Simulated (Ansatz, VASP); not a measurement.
Two plane-wave programs on MgBe2SO2

```
CELL_PARAMETERS angstrom
3.11031 0.00000 0.00000
0.00000 3.11031 0.00000
0.00000 0.00000 7.58176
ATOMIC_POSITIONS crystal
Mg 0.00000 0.00000 0.32941
Be 0.50000 0.00000 0.01239
Be 0.00000 0.50000 0.01239
S 0.50000 0.50000 0.84131
O 0.00000 0.00000 0.57788
O 0.50000 0.50000 0.22522
```

Change from the starting cell: species swapped into the LaGdCl2O2 type (P4mm, No. 99).

Alike in both runs: functional PBE; k mesh 12 × 12 × 6; occupations gaussian, width 0.1 eV; collinear spin.

Ansatz relaxed the structure, and its values are those at the end. VASP's run is a single point on that final structure, the one shown.

|  | VASP | Ansatz |
| --- | --- | --- |
| version | VASP 6.6.1 | Ansatz 0.2.0 |
| potentials or method | VASP PAW PBE potentials, release 64 (Mg, Be, S, O), cutoff 520 eV | scalar-relativistic, plane waves, PAW |
| valence electrons in the cell | 24 | 32 |

|  | VASP | Ansatz | Ansatz less VASP |
| --- | --- | --- | --- |
| gap on the k mesh at the Fermi level (eV) | none | none | - |
| pressure (GPa) | -0.2 | 0.0 | +0.17 |
| rms of the force components (eV/Å) | 0.011 | 0.002 | -0.0099 |
| net moment per atom (μB) | 0.15 | 0.15 | -0.001 |
| size of the moment on the site where the two differ most (μB) | 0.77 | 0.79 | +0.021 |

Site moments also hang on the region over which each program counts them. A gap of «none» marks a metal or a gap that the smearing closes. VASP's potentials hold 24 valence electrons a cell and Ansatz's 32, so a difference there can come from the potentials and not from the codes.
